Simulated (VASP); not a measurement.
Wanted: the native input for a VASP 6.6.1 run.

```yaml
Task: single point
Functional: PBE
Potentials_or_basis: VASP PAW PBE potentials, release 64 (Ca_sv, H)
Cutoff: 520 eV
k_mesh: 12 × 12 × 8
Occupations: gaussian, width 0.1 eV
Spin: no spin polarisation
Dipole_correction: no
Further_INCAR_settings: ALGO = Normal; EDIFF = 1e-06; NBANDS = 19
```

The structure of CaH8 lies in POSCAR:

```
CaH8
1.0
    3.1345442142     -2.1496503075     -0.1230697923
    3.1345442142      2.1496503075     -0.1230697923
   -1.4130771663      0.0000000000      5.0547928043
Ca H
1 8
Direct
    0.5000000000      0.5000000000      0.0000000000
    0.0000000000      0.5000000000      0.5000000000
    0.5000000000      0.0000000000      0.5000000000
    0.3328158187      0.8343608691      0.5011321834
    0.1656391309      0.6671841813      0.4988678166
    0.6671841813      0.1656391309      0.4988678166
    0.8343608691      0.3328158187      0.5011321834
    0.1549464512      0.1549464512      1.0000992223
    0.8450535488      0.8450535488     -0.0000992223
```

One way to write it, as run:

INCAR

```
PREC = Accurate
ENCUT = 520
EDIFF = 1E-6
ISMEAR = 0
SIGMA = 0.1
LREAL = False
LASPH = True
NELM = 80
ALGO = Normal
ISIF = 2
LWAVE = False
LCHARG = False
GGA = PE
NBANDS = 19
```

KPOINTS

```
Automatic mesh
0
Gamma
  12 12 8
```

Potentials or basis: VASP PAW PBE potentials, release 64 (Ca_sv, H).

Run with:

```bash
$ cat potpaw_PBE.64/Ca_sv/POTCAR potpaw_PBE.64/H/POTCAR > POTCAR
$ mpirun -np 1 vasp_std > vasp.out
```

Results of the run:

- Pressure: -0.2 GPa
- Largest force: 0.006 eV/Å
- Band gap on the k mesh: zero (band 9 reaches 2.42 eV, above the bottom of band 10 at -0.33 eV)

Wall time 7 min on 1 thread of Oxide Virtual Turin-like Processor, on a shared host, peak memory 0.43 GiB.
